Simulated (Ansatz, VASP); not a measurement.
## Ta2SiO3: VASP beside Ansatz

```
Ta Si O
1.0
     4.07388    0.00000    0.00000
     0.00000    4.07388    0.00000
     0.00000    0.00000    5.70098
Ta Si O
2 1 3
Direct
  0.50000 0.50000 0.00000
  0.50000 0.50000 0.50000
  0.00000 0.00000 0.50000
  0.50000 0.00000 0.50000
  0.00000 0.50000 0.50000
  0.00000 0.00000 0.00000
```

Alike in both runs: functional PBE; k mesh 3 × 3 × 2; occupations gaussian, width 0.15 eV; no spin polarisation.

Ansatz relaxed the structure, and its values are those at the end. VASP's run is a single point on that final structure, the one shown.

|  | VASP | Ansatz |
| --- | --- | --- |
| version | VASP 6.6.1 | Ansatz 0.2.0 |
| potentials or method | VASP PAW PBE potentials, release 64 (Ta_pv, Si, O), cutoff 600 eV | scalar-relativistic, plane waves, PAW |
| valence electrons in the cell | 44 | 48 |

|  | VASP | Ansatz | Ansatz less VASP |
| --- | --- | --- | --- |
| gap on the k mesh at the Fermi level (eV) | none | none | - |
| pressure (GPa) | 0.8 | 0.7 | -0.07 |

A gap of «none» marks a metal or a gap that the smearing closes. With one functional, cell and mesh, what is left measures potentials, basis and numerics. VASP's potentials hold 44 valence electrons a cell and Ansatz's 48, so a difference there can come from the potentials and not from the codes.

The k mesh is coarse, so the values compare programs but aren't converged. Neither program's run includes spin-orbit coupling.
